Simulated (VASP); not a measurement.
Write the native input for VASP 6.6.1 that does the following.

| Property | Result |
| --- | --- |
| Task | single point |
| Functional | r2SCAN |
| Potentials or basis | VASP PAW PBE potentials, release 64 (Se) |
| Cutoff | 520 eV |
| k mesh | 6 × 6 × 2 |
| Occupations | gaussian, width 0.1 eV |
| Spin | no spin polarisation |
| Dipole correction | no |
| Further INCAR settings | ALGO = Normal; EDIFF = 1e-06; NBANDS = 20 |

The system is Se.

```
Se
1.0
     4.52111    0.00000    0.00000
    -2.26056    3.91540    0.00000
     0.00000    0.00000    5.68353
Se
4
Direct
  0.00000 0.00000 0.25000
  0.00000 0.00000 0.75000
  0.33333 0.66667 0.75000
  0.66667 0.33333 0.25000
```

This isn't the form of Se at room conditions, which is trigonal, of chains.

One way to write it, as run:

POSCAR

```
Se
1.0
    4.5211108812      0.0000000000      0.0000000000
   -2.2605554406      3.9153968765      0.0000000000
    0.0000000000      0.0000000000      5.6835266207
Se
4
Direct
    0.0000000000      0.0000000000      0.2500000000
    0.0000000000      0.0000000000      0.7500000000
    0.3333333333      0.6666666667      0.7500000000
    0.6666666667      0.3333333333      0.2500000000
```

INCAR.step1

```
PREC = Accurate ; ENCUT = 520
ISMEAR = 0 ; SIGMA = 0.1
LREAL = F ; LASPH = T
NELM = 100 ; NBANDS = 20
GGA = PE ; ALGO = Normal
EDIFF = 1E-4 ; LWAVE = T
LCHARG = F
```

INCAR.step2

```
PREC = Accurate ; ENCUT = 520
EDIFF = 1E-6 ; ISMEAR = 0
SIGMA = 0.1 ; LREAL = F
LASPH = T ; NELM = 100
ALGO = Normal ; ISIF = 2
LWAVE = F ; LCHARG = F
METAGGA = R2SCAN ; LMIXTAU = T
NBANDS = 20 ; ISTART = 1
```

KPOINTS

```
Automatic mesh
0
Gamma
  6 6 2
```

Potentials or basis: VASP PAW PBE potentials, release 64 (Se).

Launch:

```bash
$ cat potpaw_PBE.64/Se/POTCAR > POTCAR
$ cp INCAR.step1 INCAR
$ mpirun -np 1 vasp_std > vasp.out
$ cp INCAR.step2 INCAR
$ mpirun -np 1 vasp_std > vasp.out
```

It gave:

```json
{"Pressure": "0.1 GPa", "Band gap on the k mesh": "zero (bands 12 and 13 overlap by 2.21 eV)"}
```

Caveat: the k points lie up to 0.55 Å⁻¹ apart, too coarse for converged energies and pressures of a metal; the PAW data sets were made with another functional, which shifts forces and pressure a little.

Wall time 48 s on 1 thread of Intel(R) Xeon(R) 6975P-C (Granite Rapids), with other jobs on the host, peak memory 0.22 GiB.
